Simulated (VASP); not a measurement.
A run of VASP 6.6.1:

File POSCAR:

```
BiBrO
1.0
    3.9059838463      0.0000000000      0.0000000000
    0.0000000000      3.9059838463      0.0000000000
    0.0000000000      0.0000000000      8.2811144957
Bi Br O
2 2 2
Direct
    0.0000000000      0.5000000000      0.1513860836
    0.5000000000      0.0000000000      0.8486139164
    0.0000000000      0.5000000000      0.6621620505
    0.5000000000      0.0000000000      0.3378379495
    0.0000000000      0.0000000000      0.0000000000
    0.5000000000      0.5000000000      0.0000000000
```

File INCAR.step1:

```
  PREC = Accurate
  ENCUT = 520
  EDIFF = 1E-6
  ISMEAR = 0
  SIGMA = 0.02
  LREAL = False
  LASPH = True
  NELM = 100
  ALGO = Normal
  ISIF = 2
  LWAVE = False
  LCHARG = True
  GGA = PS
  NBANDS = 37
```

The input KPOINTS.step1:

```
Automatic mesh
0
Gamma
  8 8 4
```

The input INCAR.step2:

```
  PREC = Accurate
  ENCUT = 520
  EDIFF = 1E-6
  ISMEAR = -5
  SIGMA = 0.02
  LREAL = False
  LASPH = True
  NELM = 100
  ALGO = Normal
  ISIF = 2
  LWAVE = False
  LCHARG = False
  GGA = PS
  LORBIT = 11
  NEDOS = 2001
  ICHARG = 11
```

File KPOINTS.step2:

```
Automatic mesh
0
Gamma
  12 12 6
```

Potentials or basis: VASP PAW PBE potentials, release 64 (Bi_d, Br, O).

Launch:

```console
$ cat potpaw_PBE.64/Bi_d/POTCAR potpaw_PBE.64/Br/POTCAR potpaw_PBE.64/O/POTCAR > POTCAR
$ cp INCAR.step1 INCAR
$ cp KPOINTS.step1 KPOINTS
$ mpirun -np 1 vasp_std > vasp.out
$ cp INCAR.step2 INCAR
$ cp KPOINTS.step2 KPOINTS
$ mpirun -np 1 vasp_std > vasp.out
```

Hardware: 1 thread of Intel(R) Xeon(R) Platinum 8259CL CPU @ 2.50GHz (Skylake/Cascade Lake), with other jobs on the host.

Problem. How long does it take, and how much memory?

Solution. Run time: 7.3 min on 1 thread of Intel(R) Xeon(R) Platinum 8259CL CPU @ 2.50GHz (Skylake/Cascade Lake) (shared host), peak memory 0.52 GiB. Counts: k points 112.
